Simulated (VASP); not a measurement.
# TaN (P-6m2) in VASP: further runs, part 2 of 2

VASP 6.6.1. Earlier steps stand in the parts before.

## (4) Electric field gradients, LDA (zz strain of -1 %)

Input file INCAR:

```
PREC = Accurate
ENCUT = 520
EDIFF = 1E-8
ISMEAR = -1
SIGMA = 0.02
LREAL = F
LASPH = T
NELM = 120
ALGO = Normal
ISIF = 2
LWAVE = F
LCHARG = F
LEFG = T
NBANDS = 16
GGA_COMPAT = F
```

Input file KPOINTS:

```
regular mesh
0
Gamma
  12 12 10
```

Input file POSCAR:

```
TaN
1.0
    2.9379988584      0.0000000000      0.0000000000
   -1.4689994292      2.5443816477      0.0000000000
    0.0000000000      0.0000000000      2.8541700000
Ta N
1 1
Direct
    0.3333333333      0.6666666667      0.5000000000
    0.0000000000      0.0000000000      0.0000000000
```

Potentials or basis: VASP PAW LDA potentials, release 64 (Ta_sv_GW, N).

On the command line:

```sh
$ cat potpaw_LDA.64/Ta_sv_GW/POTCAR potpaw_LDA.64/N/POTCAR > POTCAR
$ mpirun -np 1 vasp_std > vasp.out
```

OUTCAR:

```text
PREC = Accurate
   ENCUT = 520
   EDIFF = 1E-8
   ISMEAR = -1
   LREAL = F
   LASPH = T
   NELM = 120
   ISIF = 2

 ion  position               nearest neighbor table
   1  0.333  0.667  0.500-   2 2.22   2 2.22   2 2.22   2 2.22   2 2.22   2 2.22
   2  0.000  0.000  0.000-   1 2.22   1 2.22   1 2.22   1 2.22   1 2.22   1 2.22

  LATTYP: Found a hexagonal cell.
 ALAT       =     2.9379988584
 C/A-ratio  =     0.9714673618

  Lattice vectors:

 A1 = (   2.9379988584,   0.0000000000,   0.0000000000)
 A2 = (  -1.4689994292,   2.5443816477,   0.0000000000)
 A3 = (   0.0000000000,   0.0000000000,   2.8541700000)

Analysis of symmetry for initial positions (statically):
=====================================================================
 Subroutine PRICEL returns:
 Original cell was already a primitive cell.

 Routine SETGRP: Setting up the symmetry group for a
 hexagonal supercell.

 Subroutine GETGRP returns: Found 12 space group operations
 (whereof 12 operations were pure point group operations)
 out of a pool of 24 trial point group operations.

The static configuration has the point symmetry D_3h.

Analysis of symmetry for dynamics (positions and initial velocities):
=====================================================================
 Subroutine PRICEL returns:
 Original cell was already a primitive cell.

 Routine SETGRP: Setting up the symmetry group for a
 hexagonal supercell.

 Subroutine GETGRP returns: Found 12 space group operations
 (whereof 12 operations were pure point group operations)
 out of a pool of 24 trial point group operations.

[... 149 lines left out ...]

 val. band max:       12.2461334248   @ k =   0.0000   0.0000   0.4000
 cond. band min:      12.3989677056   @ k =   0.3333   0.3333   0.0000
 fundamental gap:      0.1528342808
 Fermi energy:        12.3696297889

 k-point     1 :       0.0000    0.0000    0.0000
  band No.  band energies     occupation
      1     -55.7853      2.00000
      2     -22.2843      2.00000
      3     -22.0592      2.00000
      4     -22.0592      2.00000
      5      -5.3222      2.00000
      6       7.6119      2.00000
[... 433 lines left out ...]
      3     -22.2688      2.00000
      4     -22.2294      2.00000
      5      -3.5410      2.00000
      6       4.6984      2.00000
[... 8 lines left out ...]
     15      25.4359      0.00000
     16      28.3896      0.00000

 [... further k-points ...]
[... 5 lines left out ...]
  --------------------------------------------------------------------------------------
  -------------------------------------------------------------------------------------
  Total       -1.1838728     -1.1838728     -0.4532555      0.0000000      0.0000000      0.0000000
  in kB      -88.9000279    -88.9000279    -34.0361102      0.0000000      0.0000000      0.0000000
  external PRESSURE =     -70.6120554 kB  Pullay stress =       0.0000000 kB

 VOLUME and BASIS-vectors are now :
 -----------------------------------------------------------------------------
  energy-cutoff  :      520.00
  volume of cell :       21.34
      direct lattice vectors                 reciprocal lattice vectors
     2.937998858  0.000000000  0.000000000     0.340367729  0.196511400  0.000000000
    -1.468999429  2.544381648  0.000000000     0.000000000  0.393022800  0.000000000
     0.000000000  0.000000000  2.854170000     0.000000000  0.000000000  0.350364554

 POSITION                                       TOTAL-FORCE (eV/Angst)
 -----------------------------------------------------------------------------------
     -0.00000      1.69625      1.42708        -0.000000      0.000000      0.000000
      0.00000      0.00000      0.00000         0.000000     -0.000000      0.000000
 -----------------------------------------------------------------------------------
    total drift:                                0.000000     -0.000000     -0.000000

  FREE ENERGIE OF THE ION-ELECTRON SYSTEM (eV)
  ---------------------------------------------------
  free  energy   TOTEN  =       -27.2158935310 eV

  energy  without entropy=      -27.2157940181  energy(sigma->0) =      -27.21584377

 Electric field gradients (V/A^2)
---------------------------------------------------------------------
 ion       V_xx      V_yy      V_zz      V_xy      V_xz      V_yz
---------------------------------------------------------------------
   1     -12.906   -12.906    25.812     0.000     0.000    -0.000
   2       0.956     0.955    -1.911    -0.001    -0.000    -0.000
---------------------------------------------------------------------

 Electric field gradients after diagonalization (V/A^2)
 (convention: |V_zz| > |V_xx| > |V_yy|)
----------------------------------------------------------------------
 ion       V_xx      V_yy      V_zz     asymmetry (V_yy - V_xx)/ V_zz
----------------------------------------------------------------------
   1     -12.906   -12.906    25.812       0.000
   2       0.956     0.955    -1.911       0.001
----------------------------------------------------------------------

           NMR quadrupolar parameters

 Cq : quadrupolar parameter    Cq=e*Q*V_zz/h
 eta: asymmetry parameters     (V_yy - V_xx)/ V_zz
 Q  : nuclear electric quadrupole moment in mb (millibarn)
----------------------------------------------------------------------
 ion       Cq(MHz)       eta       Q (mb)
----------------------------------------------------------------------
   1       0.062       0.000       1.000
   2      -0.005       0.001       1.000
----------------------------------------------------------------------
```

stdout:

```text
POSCAR found type information on POSCAR TaN
 POSCAR found :  2 types and       2 ions
 scaLAPACK will be used
 LDA part: xc-table for (Slater(with rela. corr.)+CA(PZ))
 , standard interpolation
 POSCAR, INCAR and KPOINTS ok, starting setup
 FFT: planning ... GRIDC
 FFT: planning ... GRID_SOFT
 FFT: planning ... GRID
 WAVECAR not read
 entering main loop
ion   1

ion   2
```

Wall time 23 s (1 thread of AMD EPYC 9R45 (Zen 5), shared host); peak memory 0.14 GiB.

Results:

| Property | Result |
| --- | --- |
| Free energy | -27.2159 eV |
| Pressure | -7.1 GPa |
| Band gap on the k mesh | zero (bands 9 and 10 overlap by 0.47 eV) |
| Largest electric field gradient by atom | Ta +25.8; N -1.9 V/Å² |

Levels at points of the mesh, in eV from the Fermi level:
| k point | band 6 | band 7 | band 8 | band 9 | band 10 | band 11 | band 12 | band 13 |
| --- | --- | --- | --- | --- | --- | --- | --- | --- |
| (0.00, 0.00, 0.00) | -4.76 | -4.76 | -4.30 | -2.92 | 2.25 | 3.58 | 3.58 | 3.93 |
| (0.50, 0.00, 0.00) | -8.39 | -5.23 | -3.59 | -3.29 | 2.95 | 3.90 | 5.18 | 5.19 |
| (0.00, 0.00, 0.50) | -9.44 | -3.94 | -3.94 | -0.19 | -0.19 | 2.51 | 3.14 | 3.14 |
| (0.50, 0.00, 0.50) | -7.44 | -6.24 | -5.89 | -0.30 | 4.16 | 5.26 | 6.13 | 7.02 |

Electric field gradients, principal values (V/Å²):
```csv
atom,least,middle,greatest (by size)
1 Ta,-12.906,-12.906,25.812
2 N,0.955,0.956,-1.911
```

Caveat: the cell differs from its parent crystal (zz strain of -1 %); the stress differs along the axes, from -9 to -3 GPa; without QUAD_EFG the Cq values of the log hold for a quadrupole moment of 1 mb, not for the nuclei; spin-orbit coupling is left out, which moves the levels of the heavy elements.

## (5) Electric field gradients, LDA (11.42 Å³/atom)

This run uses another cell than the first one, of 11.42 Å³/atom.

Input file INCAR:

```
SYSTEM = TaN
ALGO     = Normal         ! electronic algorithm
EDIFF    = 1E-8           ! SCF threshold, eV
ENCUT    = 520            ! plane-wave cutoff, eV
GGA_COMPAT= .False.      
ISIF     = 2              ! what is computed and relaxed
ISMEAR   = -1             ! smearing method
LASPH    = .True.         ! aspherical terms in the spheres
LCHARG   = .False.        ! write CHGCAR
LEFG     = .True.       
LREAL    = .False.        ! projectors in reciprocal space
LWAVE    = .False.        ! write WAVECAR
NBANDS   = 16             ! bands
NELM     = 120            ! most SCF steps
PREC     = Accurate       ! precision mode
SIGMA    = 0.02           ! smearing width, eV
```

Input file KPOINTS:

```
k-points
0
Gamma
  12 12 10
  0 0 0
```

Input file POSCAR:

```
TaN
1.0
    2.9956213083      0.0000000000      0.0000000000
   -1.4978106541      2.5942841531      0.0000000000
    0.0000000000      0.0000000000      2.9395437670
Ta N
1 1
Direct
    0.3333333333      0.6666666667      0.5000000000
    0.0000000000      0.0000000000      0.0000000000
```

Potentials or basis: VASP PAW LDA potentials, release 64 (Ta_sv_GW, N).

On the command line:

```sh
$ cat potpaw_LDA.64/Ta_sv_GW/POTCAR potpaw_LDA.64/N/POTCAR > POTCAR
$ mpirun -np 1 vasp_std > vasp.out
```

OUTCAR:

```text
SYSTEM = TaN
   EDIFF = 1E-8
   ENCUT = 520
   ISIF = 2
   ISMEAR = -1
   LASPH = .True.
   LREAL = .False.
   NELM = 120
   PREC = Accurate

 ion  position               nearest neighbor table
   1  0.333  0.667  0.500-   2 2.27   2 2.27   2 2.27   2 2.27   2 2.27   2 2.27
   2  0.000  0.000  0.000-   1 2.27   1 2.27   1 2.27   1 2.27   1 2.27   1 2.27

  LATTYP: Found a hexagonal cell.
 ALAT       =     2.9956213083
 C/A-ratio  =     0.9812801634

  Lattice vectors:

 A1 = (   2.9956213083,   0.0000000000,   0.0000000000)
 A2 = (  -1.4978106541,   2.5942841531,   0.0000000000)
 A3 = (   0.0000000000,   0.0000000000,   2.9395437670)
[... 668 lines left out ...]
  free  energy   TOTEN  =       -27.0510031069 eV

  energy  without entropy=      -27.0508995105  energy(sigma->0) =      -27.05095131

 Electric field gradients (V/A^2)
---------------------------------------------------------------------
 ion       V_xx      V_yy      V_zz      V_xy      V_xz      V_yz
---------------------------------------------------------------------
   1     -20.619   -20.618    41.237     0.001     0.000    -0.000
   2      -0.392    -0.392     0.784    -0.000     0.000     0.000
---------------------------------------------------------------------

 Electric field gradients after diagonalization (V/A^2)
 (convention: |V_zz| > |V_xx| > |V_yy|)
----------------------------------------------------------------------
 ion       V_xx      V_yy      V_zz     asymmetry (V_yy - V_xx)/ V_zz
----------------------------------------------------------------------
   1     -20.619   -20.618    41.237       0.000
   2      -0.392    -0.392     0.784       0.001
----------------------------------------------------------------------

           NMR quadrupolar parameters

 Cq : quadrupolar parameter    Cq=e*Q*V_zz/h
 eta: asymmetry parameters     (V_yy - V_xx)/ V_zz
 Q  : nuclear electric quadrupole moment in mb (millibarn)
----------------------------------------------------------------------
 ion       Cq(MHz)       eta       Q (mb)
----------------------------------------------------------------------
   1       0.100       0.000       1.000
   2       0.002       0.001       1.000
----------------------------------------------------------------------
```

stdout:

```text
POSCAR found type information on POSCAR TaN
 POSCAR found :  2 types and       2 ions
 scaLAPACK will be used
 LDA part: xc-table for (Slater(with rela. corr.)+CA(PZ))
 , standard interpolation
 POSCAR, INCAR and KPOINTS ok, starting setup
 FFT: planning ... GRIDC
 FFT: planning ... GRID_SOFT
 FFT: planning ... GRID
 WAVECAR not read
 entering main loop
ion   1

ion   2
```

Wall time 38 s (1 thread of AMD EPYC 7R13 (Zen 3), shared host); peak memory 0.14 GiB.

Results:

* Free energy: -27.0510 eV
* Pressure: -28.0 GPa
* Band gap on the k mesh: zero (bands 9 and 10 overlap by 0.46 eV)
* Largest electric field gradient by atom: Ta +41.2; N +0.8 V/Å²

Stress tensor (GPa, compression positive):
```
-26.82   0.00   0.00
  0.00 -26.82   0.00
  0.00   0.00 -30.31
```

Electric field gradients, principal values (V/Å²):
| atom | least | middle | greatest (by size) |
| --- | --- | --- | --- |
| 1 Ta | -20.618 | -20.619 | 41.237 |
| 2 N | -0.392 | -0.392 | 0.784 |

Caveat: the cell stands under tension; without QUAD_EFG the Cq values of the log hold for a quadrupole moment of 1 mb, not for the nuclei; spin-orbit coupling is left out, which moves the levels of the heavy elements.

## (6) Electric field gradients, LDA (11.21 Å³/atom)

This run uses another cell than the first one, of 11.21 Å³/atom.

Input file INCAR:

```
ALGO = Normal
EDIFF = 1E-8
ENCUT = 520
GGA = CA
GGA_COMPAT = F
ISIF = 2
ISMEAR = -1
LASPH = T
LCHARG = F
LEFG = T
LREAL = F
LWAVE = F
NBANDS = 16
NELM = 120
PREC = Accurate
SIGMA = 0.02
```

Input file KPOINTS:

```
k-points
0
Gamma
  12 12 10
```

Input file POSCAR:

```
TaN
1.0
    2.9766611718      0.0000000000      0.0000000000
   -1.4883305859      2.5778641933      0.0000000000
    0.0000000000      0.0000000000      2.9209385612
Ta N
1 1
Direct
    0.3333333333      0.6666666667      0.5000000000
    0.0000000000      0.0000000000      0.0000000000
```

Potentials or basis: VASP PAW LDA potentials, release 64 (Ta_sv_GW, N).

On the command line:

```sh
$ cat potpaw_LDA.64/Ta_sv_GW/POTCAR potpaw_LDA.64/N/POTCAR > POTCAR
$ mpirun -np 1 vasp_std > vasp.out
```

OUTCAR:

```text
EDIFF = 1E-8
   ENCUT = 520
   GGA = CA
   ISIF = 2
   ISMEAR = -1
   LASPH = T
   LREAL = F
   NELM = 120
   PREC = Accurate

 ion  position               nearest neighbor table
   1  0.333  0.667  0.500-   2 2.26   2 2.26   2 2.26   2 2.26   2 2.26   2 2.26
   2  0.000  0.000  0.000-   1 2.26   1 2.26   1 2.26   1 2.26   1 2.26   1 2.26

  LATTYP: Found a hexagonal cell.
 ALAT       =     2.9766611718
 C/A-ratio  =     0.9812801635

  Lattice vectors:

[... 668 lines left out ...]

  FREE ENERGIE OF THE ION-ELECTRON SYSTEM (eV)
  ---------------------------------------------------
  free  energy   TOTEN  =       -27.1179522178 eV

  energy  without entropy=      -27.1178495761  energy(sigma->0) =      -27.11790090

 Electric field gradients (V/A^2)
---------------------------------------------------------------------
 ion       V_xx      V_yy      V_zz      V_xy      V_xz      V_yz
---------------------------------------------------------------------
   1     -19.609   -19.609    39.218     0.000     0.000    -0.000
   2      -0.258    -0.259     0.517    -0.000    -0.000     0.000
---------------------------------------------------------------------

 Electric field gradients after diagonalization (V/A^2)
 (convention: |V_zz| > |V_xx| > |V_yy|)
----------------------------------------------------------------------
 ion       V_xx      V_yy      V_zz     asymmetry (V_yy - V_xx)/ V_zz
----------------------------------------------------------------------
   1     -19.609   -19.608    39.218       0.000
   2      -0.259    -0.258     0.517       0.002
----------------------------------------------------------------------

           NMR quadrupolar parameters

 Cq : quadrupolar parameter    Cq=e*Q*V_zz/h
 eta: asymmetry parameters     (V_yy - V_xx)/ V_zz
 Q  : nuclear electric quadrupole moment in mb (millibarn)
----------------------------------------------------------------------
 ion       Cq(MHz)       eta       Q (mb)
----------------------------------------------------------------------
   1       0.095       0.000       1.000
   2       0.001       0.002       1.000
----------------------------------------------------------------------
```

stdout:

```text
POSCAR found type information on POSCAR TaN
 POSCAR found :  2 types and       2 ions
 scaLAPACK will be used
 LDA part: xc-table for (Slater(with rela. corr.)+CA(PZ))
 , standard interpolation
 POSCAR, INCAR and KPOINTS ok, starting setup
 FFT: planning ... GRIDC
 FFT: planning ... GRID_SOFT
 FFT: planning ... GRID
 WAVECAR not read
 entering main loop
ion   1

ion   2
```

Wall time 25 s (1 thread of AMD EPYC 9R45 (Zen 5), shared host); peak memory 0.14 GiB.

What came out:

```yaml
Free_energy: -27.1180 eV
Pressure: -22.9 GPa
Band_gap_on_the_k_mesh: zero (bands 9 and 10 overlap by 0.47 eV)
Largest_electric_field_gradient_by_atom: Ta +39.2; N +0.5 V/Å²
```

Levels at points of the mesh, in eV from the Fermi level:
| k point | band 7 | band 8 | band 9 | band 10 | band 11 | band 12 |
| --- | --- | --- | --- | --- | --- | --- |
| (0.00, 0.00, 0.00) | -4.46 | -4.10 | -2.91 | 1.97 | 3.31 | 3.31 |
| (0.50, 0.00, 0.00) | -5.08 | -3.40 | -3.14 | 2.70 | 3.71 | 4.86 |
| (0.00, 0.00, 0.50) | -3.68 | -3.68 | -0.19 | -0.19 | 2.22 | 3.06 |
| (0.50, 0.00, 0.50) | -6.06 | -5.54 | -0.43 | 3.82 | 4.95 | 5.62 |

Electric field gradients, principal values (V/Å²):
| atom | least | middle | greatest (by size) |
| --- | --- | --- | --- |
| 1 Ta | -19.608 | -19.609 | 39.218 |
| 2 N | -0.258 | -0.259 | 0.517 |

Caveat: the cell stands under tension; without QUAD_EFG the Cq values of the log hold for a quadrupole moment of 1 mb, not for the nuclei; spin-orbit coupling is left out, which moves the levels of the heavy elements.

## (7) The runs side by side

| cell | gap on the mesh (eV) | pressure (GPa) |
| --- | --- | --- |
| a = 2.909, b = 2.909, c = 2.883 Å, angles 90.0, 90.0, 120.0°, 2 atoms | none | -4.0 |
| a = 2.918, b = 2.918, c = 2.864 Å, angles 90.0, 90.0, 120.0°, 2 atoms | none | -3.7 |
| a = 2.938, b = 2.938, c = 2.854 Å, angles 90.0, 90.0, 120.0°, 2 atoms | none | -7.1 |
| a = 2.996, b = 2.996, c = 2.940 Å, angles 90.0, 90.0, 120.0°, 2 atoms | none | -28.0 |
| a = 2.977, b = 2.977, c = 2.921 Å, angles 90.0, 90.0, 120.0°, 2 atoms | none | -22.9 |

Alike in all rows: task electric field gradients; level LDA; potentials or basis VASP PAW LDA potentials, release 64 (Ta_sv_GW, N); no spin polarisation; k mesh 12 × 12 × 10; cutoff (eV) 520; smearing fermi-dirac 0.02 eV.

Caveats: spin-orbit coupling is left out, which moves the levels of the heavy elements; the cell stands under tension (at least some runs); the stress differs along the axes, from -9 to -2 GPa (at least some runs); the stress differs along the axes, from -9 to -3 GPa (at least some runs).

Total energies depend on the potentials used, so only differences within one code and one set of settings carry meaning.

The gap in the log of VASP goes by the Fermi energy; the results here count the filled bands.